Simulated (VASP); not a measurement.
# NaH in VASP: settings compared, part 2 of 2

VASP 6.6.1. Earlier steps stand in the parts before.

### Step 4. Single point, PBE (epitaxial xy strain +3.0%)

Contents of INCAR:

```
SYSTEM = NaH
PREC     = Accurate       ! precision mode
ENCUT    = 520            ! plane-wave cutoff, eV
EDIFF    = 1E-7           ! SCF threshold, eV
ISMEAR   = -1             ! smearing method
SIGMA    = 0.02           ! smearing width, eV
LREAL    = .False.        ! projectors in reciprocal space
LASPH    = .True.         ! aspherical terms in the spheres
NELM     = 60             ! most SCF steps
ALGO     = Normal         ! electronic algorithm
ISIF     = 2              ! what is computed and relaxed
LWAVE    = .False.        ! write WAVECAR
LCHARG   = .False.        ! write CHGCAR
GGA      = PE             ! functional
NBANDS   = 16             ! bands
```

Contents of KPOINTS:

```
regular mesh
0
Gamma
  12 12 6
  0 0 0
```

Contents of POSCAR:

```
NaH
1.0
    4.0718799986      0.0000000000      0.0000000000
   -2.0359399993      3.5263515200      0.0000000000
    0.0000000000      0.0000000000      4.7478154542
Na H
2 2
Direct
    0.3333333333      0.6666666667     -0.0625000000
    0.6666666667      0.3333333333      0.4375000000
    0.3333333333      0.6666666667      0.4375000000
    0.6666666667      0.3333333333      0.9375000000
```

Potentials or basis: VASP PAW PBE potentials, release 64 (Na_pv, H).

Run with:

```bash
cat potpaw_PBE.64/Na_pv/POTCAR potpaw_PBE.64/H/POTCAR > POTCAR
mpirun -np 1 vasp_std > vasp.out
```

OUTCAR:

```text
SYSTEM = NaH
   PREC = Accurate
   ENCUT = 520
   EDIFF = 1E-7
   ISMEAR = -1
   LREAL = .False.
   LASPH = .True.
   NELM = 60
   ISIF = 2
   GGA = PE

 ion  position               nearest neighbor table
   1  0.333  0.667  0.938-
   2  0.667  0.333  0.438-
   3  0.333  0.667  0.438-
   4  0.667  0.333  0.938-

  LATTYP: Found a hexagonal cell.
 ALAT       =     4.0718799986
 C/A-ratio  =     1.1660008291

  Lattice vectors:

 A1 = (   4.0718799986,   0.0000000000,   0.0000000000)
 A2 = (  -2.0359399993,   3.5263515200,   0.0000000000)
 A3 = (   0.0000000000,   0.0000000000,   4.7478154542)

Analysis of symmetry for initial positions (statically):
=====================================================================
 Subroutine PRICEL returns:
 Original cell was already a primitive cell.

 Routine SETGRP: Setting up the symmetry group for a
 hexagonal supercell.

 Subroutine GETGRP returns: Found 24 space group operations
 (whereof  6 operations were pure point group operations)
 out of a pool of 24 trial point group operations.

The static configuration has the point symmetry C_3v.
 The point group associated with its full space group is D_6h.

Analysis of symmetry for dynamics (positions and initial velocities):
=====================================================================
 Subroutine PRICEL returns:
 Original cell was already a primitive cell.

 Routine SETGRP: Setting up the symmetry group for a
 hexagonal supercell.

 Subroutine GETGRP returns: Found 24 space group operations
 (whereof  6 operations were pure point group operations)
 out of a pool of 24 trial point group operations.

The dynamic configuration has the point symmetry C_3v.
 The point group associated with its full space group is D_6h.

 Subroutine INISYM returns: Found 24 space group operations
 (whereof  6 operations are pure point group operations),
 and found     1 'primitive' translations

----------------------------------------------------------------------------------------
[... 113 lines left out ...]
   EFERMI_NEDOS =   21; number of points for ismear=-14 and -15
   IALGO  =     38    algorithm
   IMIX   =      4    mixing-type and parameters
     AMIX     =   0.40;   BMIX     =  1.00
     AMIX_MAG =   1.60;   BMIX_MAG =  1.00
  volume/ion in A,a.u.               =      17.04       115.01
  Fermi-wavevector in a.u.,A,eV,Ry     =   1.009819  1.908280 13.874317  1.019734
  Thomas-Fermi vector in A             =   2.142770
   LORBIT       =      0    0 simple, 1 ext, 2 COOP (PROOUT), +10 PAW based schemes
   GGA     = PE    functional components
   LHFCALC =     F    Hartree Fock is set to
   AEXX    =    0.0000 exact exchange contribution
   IVDW    =     0    specifies the selected vdW correction
   LEPSILON=     F    determine dielectric tensor
   LRPA    =     F    only Hartree local field effects (RPA)
 non-spin polarized calculation
  energy-cutoff  :      520.00
  volume of cell :       68.17
 maximum number of plane-waves:      1859
   NGX = 15   NGY = 15   NGZ = 17

 number of electron      15.9999975 magnetization

 Free energy of the ion-electron system (eV)
  ---------------------------------------------------
  ext. energy  EPLUGINS =         0.00000000
  ---------------------------------------------------
  free energy    TOTEN  =       -10.06564223 eV

  energy without entropy =      -10.06564223  energy(sigma->0) =      -10.06564223

 E-fermi :  -1.0356     XC(G=0):  -6.9586

 val. band max:       -1.4360394989   @ k =   0.0000   0.0000   0.0000
 cond. band min:       1.6976003520   @ k =   0.3333   0.3333   0.0000
 fundamental gap:      3.1336398509
 Fermi energy:        -1.0355677992

 k-point     1 :       0.0000    0.0000    0.0000
  band No.  band energies     occupation
      1     -23.8933      2.00000
      2     -23.8769      2.00000
      3     -23.8769      2.00000
      4     -23.8482      2.00000
      5     -23.8482      2.00000
      6     -23.8160      2.00000
[... 433 lines left out ...]
      3     -23.8698      2.00000
      4     -23.8619      2.00000
      5     -23.8484      2.00000
      6     -23.8288      2.00000
[... 8 lines left out ...]
     15      10.0822      0.00000
     16      11.0776      0.00000

 [... further k-points ...]
[... 5 lines left out ...]
  --------------------------------------------------------------------------------------
  -------------------------------------------------------------------------------------
  Total       -0.3025987     -0.3025987      0.1525261      0.0000000      0.0000000      0.0000000
  in kB       -7.1115340     -7.1115340      3.5845965      0.0000000      0.0000000      0.0000000
  external PRESSURE =      -3.5461572 kB  Pullay stress =       0.0000000 kB

 VOLUME and BASIS-vectors are now :
 -----------------------------------------------------------------------------
  energy-cutoff  :      520.00
  volume of cell :       68.17
      direct lattice vectors                 reciprocal lattice vectors
     4.071879999  0.000000000  0.000000000     0.245586805  0.141789608  0.000000000
    -2.035939999  3.526351520  0.000000000     0.000000000  0.283579216  0.000000000
     0.000000000  0.000000000  4.747815454     0.000000000  0.000000000  0.210623182

 POSITION                                       TOTAL-FORCE (eV/Angst)
 -----------------------------------------------------------------------------------
     -0.00000      2.35090      4.45108         0.000000     -0.000000      0.000000
      2.03594      1.17545      2.07717        -0.000000      0.000000     -0.000000
     -0.00000      2.35090      2.07717         0.000000      0.000000      0.000000
      2.03594      1.17545      4.45108        -0.000000      0.000000      0.000000
 -----------------------------------------------------------------------------------
    total drift:                               -0.000000      0.000000      0.000000

  FREE ENERGIE OF THE ION-ELECTRON SYSTEM (eV)
  ---------------------------------------------------
  free  energy   TOTEN  =       -10.0656422282 eV

  energy  without entropy=      -10.0656422282  energy(sigma->0) =      -10.06564223
```

stdout:

```text
POSCAR found type information on POSCAR NaH
 POSCAR found :  2 types and       4 ions
 scaLAPACK will be used
 LDA part: xc-table for (Slater+PW92), standard interpolation
 POSCAR, INCAR and KPOINTS ok, starting setup
 FFT: planning ... GRIDC
 FFT: planning ... GRID_SOFT
 FFT: planning ... GRID
 WAVECAR not read
 entering main loop
```

It took 97 s on 1 thread of Intel Xeon 8259CL, shared host; peak memory 0.21 GiB.

What came out:

```
Free energy            : -10.0656 eV
Pressure               : -0.4 GPa
Band gap on the k mesh : 3.13 eV (least direct gap 4.06 eV)
```

Levels at points of the mesh, in eV from the valence-band top:
```csv
k point,band 4,band 5,band 6,band 7,band 8,band 9,band 10,band 11,band 12,band 13
"(0.00, 0.00, 0.00)",-22.41,-22.41,-22.38,-3.34,0.00,5.10,7.54,9.60,9.60,10.06
"(0.50, 0.00, 0.00)",-22.43,-22.41,-22.40,-1.64,-0.74,3.71,7.30,7.50,7.54,7.98
"(0.00, 0.00, 0.50)",-22.43,-22.42,-22.42,-1.99,-1.99,6.70,6.70,10.51,10.51,10.51
"(0.50, 0.00, 0.50)",-22.43,-22.39,-22.39,-0.92,-0.92,3.82,3.82,8.19,8.19,8.72
```

Caveat: the cell differs from its parent crystal (epitaxial xy strain +3.0%). A k mesh can miss the band edges.

### Step 5. Single point, r2SCAN

This run uses another cell than the first one, of 16.34 Å³/atom.

Contents of POSCAR:

```
NaH
1.0
    3.9532815521      0.0000000000      0.0000000000
   -1.9766407760      3.4236422524      0.0000000000
    0.0000000000      0.0000000000      4.8282923143
Na H
2 2
Direct
    0.3333333333      0.6666666667     -0.0624996801
    0.6666666667      0.3333333333      0.4375003199
    0.3333333333      0.6666666667      0.4374996801
    0.6666666667      0.3333333333      0.9374996801
```

Contents of INCAR.step1:

```
PREC = Accurate
ENCUT = 520
ISMEAR = 0
SIGMA = 0.01
LREAL = F
LASPH = T
NELM = 100
NBANDS = 16
GGA = PE
ALGO = Normal
EDIFF = 1E-4
LWAVE = T
LCHARG = F
```

Contents of INCAR.step2:

```
PREC = Accurate
ENCUT = 520
EDIFF = 1E-6
ISMEAR = 0
SIGMA = 0.01
LREAL = F
LASPH = T
NELM = 100
ALGO = Normal
ISIF = 2
LWAVE = F
LCHARG = T
METAGGA = R2SCAN
LMIXTAU = T
LELF = T
LVHAR = T
NBANDS = 16
ISTART = 1
```

Contents of KPOINTS:

```
regular mesh
0
Gamma
  12 12 6
```

Run with:

```bash
cat potpaw_PBE.64/Na_pv/POTCAR potpaw_PBE.64/H/POTCAR > POTCAR
cp INCAR.step1 INCAR
mpirun -np 1 vasp_std > vasp.out
cp INCAR.step2 INCAR
mpirun -np 1 vasp_std > vasp.out
```

Wall time 6.5 min (1 thread of Intel Xeon 8259CL, shared host); peak memory 0.21 GiB.

The run converged. Its results:

| Quantity | Value |
| --- | --- |
| Free energy | -15.0542 eV |
| Pressure | -0.1 GPa |
| Band gap on the k mesh | 3.68 eV (least direct gap 4.45 eV) |

Levels at points of the mesh, in eV from the valence-band top:
| k point | band 4 | band 5 | band 6 | band 7 | band 8 | band 9 | band 10 | band 11 | band 12 | band 13 |
| --- | --- | --- | --- | --- | --- | --- | --- | --- | --- | --- |
| (0.00, 0.00, 0.00) | -23.02 | -23.02 | -23.00 | -3.30 | -0.01 | 5.41 | 8.54 | 10.98 | 10.98 | 11.14 |
| (0.50, 0.00, 0.00) | -23.04 | -23.03 | -23.02 | -1.48 | -0.59 | 4.23 | 8.16 | 8.29 | 8.43 | 8.45 |
| (0.00, 0.00, 0.50) | -23.04 | -23.04 | -23.04 | -1.97 | -1.97 | 7.50 | 7.50 | 11.58 | 11.58 | 11.58 |
| (0.50, 0.00, 0.50) | -23.04 | -23.01 | -23.01 | -0.82 | -0.82 | 4.44 | 4.44 | 9.18 | 9.18 | 9.82 |

Caveat: the PAW data sets were made with another functional, which shifts forces and pressure a little.

### Step 6. Single point, PBE (uniaxial x strain +2.5%)

Contents of INCAR:

```
SYSTEM = NaH
ALGO     = Normal         ! electronic algorithm
EDIFF    = 1E-7           ! SCF threshold, eV
ENCUT    = 520            ! plane-wave cutoff, eV
GGA      = PE             ! functional
ISIF     = 2              ! what is computed and relaxed
ISMEAR   = -1             ! smearing method
LASPH    = .TRUE.         ! aspherical terms in the spheres
LCHARG   = .TRUE.         ! write CHGCAR
LELF     = .TRUE.         ! ELF
LREAL    = .FALSE.        ! projectors in reciprocal space
LVHAR    = .TRUE.       
LWAVE    = .FALSE.        ! write WAVECAR
NBANDS   = 16             ! bands
NELM     = 60             ! most SCF steps
PREC     = Accurate       ! precision mode
SIGMA    = 0.02           ! smearing width, eV
```

Contents of KPOINTS:

```
k-points
0
G
  12 12 6
  0 0 0
```

Contents of POSCAR:

```
NaH
1.0
    4.0521135909      0.0000000000      0.0000000000
   -2.0260567954      3.4236422524      0.0000000000
    0.0000000000      0.0000000000      4.8282923143
Na H
2 2
Direct
    0.3314159917      0.6628319834     -0.0625000000
    0.6685840083      0.3371680166      0.4375000000
    0.3312055519      0.6624111039      0.4375000000
    0.6687944481      0.3375888961      0.9375000000
```

Potentials or basis: VASP PAW PBE potentials, release 64 (Na_pv, H).

Run with:

```bash
cat potpaw_PBE.64/Na_pv/POTCAR potpaw_PBE.64/H/POTCAR > POTCAR
mpirun -np 1 vasp_std > vasp.out
```

It took 3.1 min on 1 thread of Intel Xeon 8259CL, shared host; peak memory 0.27 GiB.

Results (log left out):

```yaml
Free_energy: -10.0734 eV
Pressure: -0.1 GPa
Band_gap_on_the_k_mesh: 3.27 eV (least direct gap 4.07 eV)
```

Stress tensor (GPa, compression positive):
```
-0.35  0.00  0.00
 0.00 -0.15  0.00
 0.00  0.00  0.11
```

Levels at points of the mesh, in eV from the valence-band top:
| k point | band 5 | band 6 | band 7 | band 8 | band 9 | band 10 | band 11 | band 12 |
| --- | --- | --- | --- | --- | --- | --- | --- | --- |
| (0.00, 0.00, 0.00) | -22.31 | -22.29 | -3.31 | -0.01 | 4.93 | 7.79 | 9.90 | 10.17 |
| (0.50, 0.00, 0.00) | -22.31 | -22.31 | -1.55 | -0.66 | 3.84 | 7.45 | 7.45 | 7.76 |
| (0.00, 0.50, 0.00) | -22.31 | -22.30 | -1.50 | -0.60 | 3.77 | 7.42 | 7.56 | 7.63 |
| (0.00, 0.00, 0.50) | -22.32 | -22.32 | -1.99 | -1.99 | 6.82 | 6.82 | 10.72 | 10.72 |
| (0.50, 0.00, 0.50) | -22.30 | -22.30 | -0.86 | -0.86 | 3.87 | 3.87 | 8.42 | 8.42 |
| (0.00, 0.50, 0.50) | -22.30 | -22.30 | -0.81 | -0.81 | 3.97 | 3.97 | 8.26 | 8.26 |

Caveat: the cell differs from its parent crystal (uniaxial x strain +2.5%).

### Step 7. Overview

| level | cell | k mesh | smearing | grid for exact exchange (PRECFOCK) | share of exact exchange | screening parameter | gap on the mesh (eV) | pressure (GPa) |
| --- | --- | --- | --- | --- | --- | --- | --- | --- |
| HSE06 | a = 4.072, b = 4.072, c = 4.748 Å, angles 90.0, 90.0, 120.0°, 4 atoms, atomic positions A | 6 × 6 × 4 | gaussian 0.01 eV | Normal | 0.25 | 0.2079 1/Å | 4.04 | -0.6 |
| PBE | a = 3.953, b = 3.953, c = 4.901 Å, angles 90.0, 90.0, 120.0°, 4 atoms, atomic positions A | 12 × 12 × 6 | fermi-dirac 0.02 eV | - | - | - | 3.39 | 0.0 |
| PBE | a = 4.072, b = 4.072, c = 4.748 Å, angles 90.0, 90.0, 120.0°, 4 atoms, atomic positions A | 12 × 12 × 6 | fermi-dirac 0.02 eV | - | - | - | 3.13 | -0.4 |
| r2SCAN | a = 3.953, b = 3.953, c = 4.828 Å, angles 90.0, 90.0, 120.0°, 4 atoms, atomic positions A | 12 × 12 × 6 | gaussian 0.01 eV | - | - | - | 3.68 | -0.1 |
| PBE | a = 4.052, b = 3.978, c = 4.828 Å, angles 90.0, 90.0, 120.6°, 4 atoms, atomic positions B | 12 × 12 × 6 | fermi-dirac 0.02 eV | - | - | - | 3.27 | -0.1 |

Alike in all rows: task single point; potentials or basis VASP PAW PBE potentials, release 64 (Na_pv, H); no spin polarisation; cutoff (eV) 520.

Caveats: the PAW data sets were made with another functional, which shifts forces and pressure a little (at least some runs).

Absolute energies hang on the potentials; compare differences alone.
